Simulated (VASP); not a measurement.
Runs of VASP 6.6.1 on HfMoC2. The structure is that of space group P4/mmm (No. 123), or close to it. The cells are those of the table. 

```tsv
level	potentials or basis	U	cell	k mesh	gap on the mesh (eV)	pressure (GPa)
r2SCAN	VASP PAW PBE potentials, release 64 (Hf_pv, Mo_sv, C)	-	a = 3.190, b = 3.190, c = 4.442 Å, 4 atoms	8 × 8 × 6	none	0.0
revPBE	VASP PAW PBE potentials, release 64 (Hf_pv, Mo_sv, C)	-	a = 3.191, b = 3.191, c = 4.485 Å, 4 atoms	5 × 5 × 4	none	(a)
r2SCAN+D3(BJ)	VASP PAW PBE potentials, release 64 (Hf_pv, Mo_sv, C)	-	a = 3.179, b = 3.179, c = 4.428 Å, 4 atoms	8 × 8 × 6	none	0.1
PBE	VASP PAW PBE potentials, release 64 (Hf_pv, Mo_sv, C)	-	a = 3.191, b = 3.191, c = 4.485 Å, 4 atoms	5 × 5 × 4	none	-1.0
LDA	VASP PAW LDA potentials, release 64 (Hf_pv, Mo_sv, C)	-	a = 3.148, b = 3.148, c = 4.425 Å, 4 atoms	8 × 8 × 6	none	-2.1
r2SCAN+rVV10	VASP PAW PBE potentials, release 64 (Hf_pv, Mo_sv, C)	-	a = 3.183, b = 3.183, c = 4.434 Å, 4 atoms	8 × 8 × 6	none	(b)
PBEsol	VASP PAW PBE potentials, release 64 (Hf_pv, Mo_sv, C)	-	a = 3.213, b = 3.213, c = 4.515 Å, 4 atoms	8 × 8 × 6	none	(c)
PBEsol+U	VASP PAW PBE potentials, release 64 (Hf_pv, Mo_sv, C)	Hf d U = 2.0 eV, Mo d U = 2.0 eV	a = 3.191, b = 3.191, c = 4.485 Å, 4 atoms	8 × 8 × 6	none	-3.3
```

Alike in all rows: task single point; no spin polarisation; cutoff (eV) 520; smearing fermi-dirac 0.05 eV.

Question: Fill in the values left out.

Answer: (a) 1.9; (b) 0.5; (c) -13.9.

Caveats: some runs use coarse meshes; spin-orbit coupling is left out, which moves the levels of the heavy elements; the PAW data sets were made with another functional, which shifts forces and pressure a little (some runs); pairwise dispersion overbinds metals, which lowers pressure and volume (some runs); U without spin polarisation on a metal has little footing (some runs); the U is typed as a test and isn't derived for this compound (some runs).

A k mesh can miss the band edges, and the runs leave out spin-orbit coupling on Hf, Mo.

A gap of «none» marks levels without a gap at the run's occupations.
